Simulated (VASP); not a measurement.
A run of VASP 6.6.1 is set up as follows.

Contents of INCAR:

```
  PREC = Accurate
  ENCUT = 520
  EDIFF = 1E-7
  ISMEAR = -1
  SIGMA = 0.05
  LREAL = F
  LASPH = T
  NELM = 80
  ALGO = Normal
  ISIF = 2
  LWAVE = F
  LCHARG = F
  GGA = PE
  IVDW = 12
  NBANDS = 16
```

The input KPOINTS:

```
Automatic mesh
0
Gamma
  7 7 7
```

POSCAR

```
CdTe
1.0
    0.0000000000      3.1616838793      3.1616838793
    3.1616838793      0.0000000000      3.1616838793
    3.1616838793      3.1616838793      0.0000000000
Te Cd
1 1
Direct
    0.7500000000      0.7500000000      0.7500000000
    0.0000000000      0.0000000000      0.0000000000
```

Potentials or basis: VASP PAW PBE potentials, release 64 (Te, Cd).

Launch:

```console
$ cat potpaw_PBE.64/Te/POTCAR potpaw_PBE.64/Cd/POTCAR > POTCAR
$ mpirun -np 1 vasp_std > vasp.out
```

(1) What does it give for the pressure?

(2) Predict the band gap on the k mesh.

(3) Predict the dispersion energy per atom.

## Answers

(1) 4.7 GPa.

(2) 1.00 eV.

(3) -0.372 eV.

Caveat: the cell stands under pressure; spin-orbit coupling is left out, which moves the levels of the heavy elements.
